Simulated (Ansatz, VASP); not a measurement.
## NaF: VASP beside Ansatz

```xyz
2
Lattice="0.0084 2.5397 2.5397 2.5397 0.0084 2.5397 2.5397 2.5397 0.0084" Properties=species:S:1:pos:R:3 pbc="T T T"
Na    0.0019    0.0019    0.0019
F     1.2700    1.2700    1.2700
```

Change from the starting cell: shear_111 strain +0.5%.

Alike in both runs: task single point; functional PBE; k mesh 8 × 8 × 8; occupations fermi-dirac, width 0.02 eV; no spin polarisation.

|  | VASP | Ansatz |
| --- | --- | --- |
| version | VASP 6.6.1 | Ansatz 0.2.0 |
| potentials or method | VASP PAW PBE potentials, release 64 (Na_pv, F) | plane waves, PAW |
| plane-wave cutoff (eV) | 520 | 420 |
| valence electrons in the cell | 14 | 16 |

|  | VASP | Ansatz | Ansatz less VASP |
| --- | --- | --- | --- |
| gap on the k mesh at the Fermi level (eV) | 5.59 | 5.61 | +0.015 |
| pressure (GPa) | 1.7 | 1.8 | +0.02 |

VASP's potentials hold 14 valence electrons a cell and Ansatz's 16, so a difference there can come from the potentials and not from the codes.
